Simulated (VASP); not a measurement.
Write the native input for VASP 6.6.1 that does the following.

* Task: single point
* Functional: PBEsol
* Potentials or basis: VASP PAW PBE potentials, release 64 (C, Si)
* Cutoff: 600 eV
* k mesh: 8 × 8 × 8
* Occupations: gaussian, width 0.1 eV
* Spin: no spin polarisation
* Dipole correction: no
* Further INCAR settings: ALGO = Normal; EDIFF = 1e-06; NBANDS = 11

The structure of SiC (base) lies in POSCAR:

```
SiC
1.0
    0.0000000000      2.2526106000      2.2526106000
    2.2526106000      0.0000000000      2.2526106000
    2.2526106000      2.2526106000      0.0000000000
C Si
1 1
Direct
    0.7500000000      0.7500000000      0.7500000000
    0.5000000000      0.5000000000      0.5000000000
```

One way to write it, as run:

INCAR

```
PREC = Accurate ; ENCUT = 600
EDIFF = 1E-6 ; ISMEAR = 0
SIGMA = 0.1 ; LREAL = F
LASPH = T ; NELM = 120
ALGO = Normal ; ISIF = 2
LWAVE = F ; LCHARG = F
GGA = PS ; NBANDS = 11
GGA_COMPAT = F
```

KPOINTS

```
Automatic mesh
0
Gamma
  8 8 8
```

Potentials or basis: VASP PAW PBE potentials, release 64 (C, Si).

Run with:

```sh
$ cat potpaw_PBE.64/C/POTCAR potpaw_PBE.64/Si/POTCAR > POTCAR
$ mpirun -np 1 vasp_std > vasp.out
```

It gave:

- Pressure: -18.1 GPa
- Band gap on the k mesh: 1.32 eV, indirect (least direct gap 4.33 eV)

Caveat: the PAW data sets were made with another functional, which shifts forces and pressure a little.

Run time: 9.6 s on 1 thread of Intel Xeon 8259CL, on a shared host, peak memory 0.15 GiB.
